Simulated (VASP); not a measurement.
Input of a VASP 6.6.1 run:

The input INCAR:

```
PREC = Accurate
ENCUT = 520
EDIFF = 1E-7
ISMEAR = -1
SIGMA = 0.05
LREAL = False
LASPH = True
NELM = 80
ALGO = Normal
ISIF = 2
LWAVE = False
LCHARG = True
LELF = True
LVHAR = True
NBANDS = 20
```

The input KPOINTS:

```
regular mesh
0
Gamma
  11 11 10
```

POSCAR

```
TaRu
1.0
    3.0732191323      0.0000000000      0.0000000000
    0.0000000000      3.0732191323      0.0000000000
    0.0000000000      0.0000000000      3.4114443627
Ta Ru
1 1
Direct
    0.5000000000      0.5000000000      0.5000000000
    0.0000000000      0.0000000000      0.0000000000
```

Potentials or basis: VASP PAW LDA potentials, release 64 (Ta_pv, Ru_pv).

Launch:

```bash
$ cat potpaw_LDA.64/Ta_pv/POTCAR potpaw_LDA.64/Ru_pv/POTCAR > POTCAR
$ mpirun -np 1 vasp_std > vasp.out
```

Q: What does it give for the pressure?

A: -14.2 GPa.

Stress tensor (GPa, compression positive):
```
-14.65   0.00   0.00
  0.00 -14.65   0.00
  0.00   0.00 -13.29
```
